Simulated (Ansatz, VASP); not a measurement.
## HfO2: VASP beside Ansatz

```
Hf O
1.0
     3.57682    0.00000    0.00000
     0.00000    3.57682    0.00000
     0.00000    0.00000    5.20267
Hf O
2 4
Direct
  0.50000 0.50000 0.50000
  0.00000 0.00000 0.00000
  0.00000 0.50000 0.73941
  0.50000 0.00000 0.80384
  0.50000 0.00000 0.30384
  0.00000 0.50000 0.19616
```

Alike in both runs: task single point; functional r2SCAN; k mesh 6 × 6 × 6; occupations gaussian, width 0.05 eV; no spin polarisation.

|  | VASP | Ansatz |
| --- | --- | --- |
| version | VASP 6.6.1 | Ansatz 0.2.0 |
| potentials or method | VASP PAW PBE potentials, release 64 (Hf_pv, O), cutoff 520 eV | scalar-relativistic, plane waves, PAW |
| valence electrons in the cell | 44 | 76 |

Ansatz gave:

```
gap on the k mesh at the Fermi level (eV)                     : 4.59
least direct gap on the mesh (eV)                             : 4.79
pressure (GPa)                                                : -1.0
traceless stress, the component that is largest in VASP (GPa) : 4.65
rms of the force components (eV/Å)                            : 0.947
```

Which values does VASP return?

gap on the k mesh at the Fermi level (eV): 4.58; least direct gap on the mesh (eV): 4.78; pressure (GPa): -4.6; traceless stress, the component that is largest in VASP (GPa): 4.24; rms of the force components (eV/Å): 0.939.

VASP's potentials were made for PBE, not for r2SCAN. Atom by atom the forces differ by 0.030 eV/Å (rms over components). The functional is the same, so the differences come from potentials, cutoffs and numerics. VASP's potentials hold 44 valence electrons a cell and Ansatz's 76, so a difference there can come from the potentials and not from the codes.

Spin-orbit coupling is off throughout.
